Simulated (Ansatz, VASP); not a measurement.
**O: VASP beside Ansatz**

```xyz
2
Lattice="9.0000 0.0000 0.0000 0.0000 9.5000 0.0000 0.0000 0.0000 10.0000" Properties=species:S:1:pos:R:3 pbc="T T T"
O     4.5000    4.7500    4.3910
O     4.5000    4.7500    5.6090
```

Alike in both runs: functional PBE; k mesh 1 × 1 × 1; occupations fermi-dirac, width 0.05 eV; collinear spin.

Ansatz relaxed the structure, and its values are those at the end. VASP's run is a single point on that final structure, the one shown.

|  | VASP | Ansatz |
| --- | --- | --- |
| version | VASP 6.6.1 | Ansatz 0.2.0 |
| potentials or method | VASP PAW PBE potentials, release 64 (O_h), cutoff 910 eV | plane waves, PAW |
| valence electrons in the cell | 12 | 12 |

Ansatz gave:

```
rms of the force components (eV/Å)                            : 0.004
net moment per atom (μB)                                      : 1.00
size of the moment on the site where the two differ most (μB) : 0.56
```

Problem. Which values does VASP return?

Solution. rms of the force components (eV/Å): 0.037; net moment per atom (μB): 1.00; size of the moment on the site where the two differ most (μB): 0.62.

Site moments also hang on the region over which each program counts them. Ansatz's warnings: end state compared, stress scf threshold loose.

Noted on VASP's run: the cutoff is short for stress, so the pressure is rough.
